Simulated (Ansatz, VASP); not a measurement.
**WS2: VASP beside Ansatz**

```
CELL_PARAMETERS angstrom
3.15955 0.00000 0.00000
-1.57977 2.73625 0.00000
0.00000 0.00000 23.80426
ATOMIC_POSITIONS crystal
S 0.33333 0.66667 0.18904
S 0.33333 0.66667 0.32146
S 0.66667 0.33333 0.45757
S 0.66667 0.33333 0.58999
W 0.66667 0.33333 0.25525
W 0.33333 0.66667 0.52378
```

Alike in both runs: task single point; functional PBE; dispersion D3(BJ); k mesh 9 × 9 × 1; occupations gaussian, width 0.05 eV; no spin polarisation.

```csv
,VASP,Ansatz
version,VASP 6.6.1,Ansatz 0.2.0
potentials or method,"VASP PAW PBE potentials, release 64 (S, W_sv), cutoff 520 eV","scalar-relativistic, plane waves, PAW"
valence electrons in the cell,52,52
```

```csv
,VASP,Ansatz,Ansatz less VASP
gap on the k mesh at the Fermi level (eV),1.66,1.65,-0.010
least direct gap on the mesh (eV),1.89,1.89,-0.003
rms of the force components (eV/Å),0.023,0.023,-0.0002
```

Neither program's run includes spin-orbit coupling.
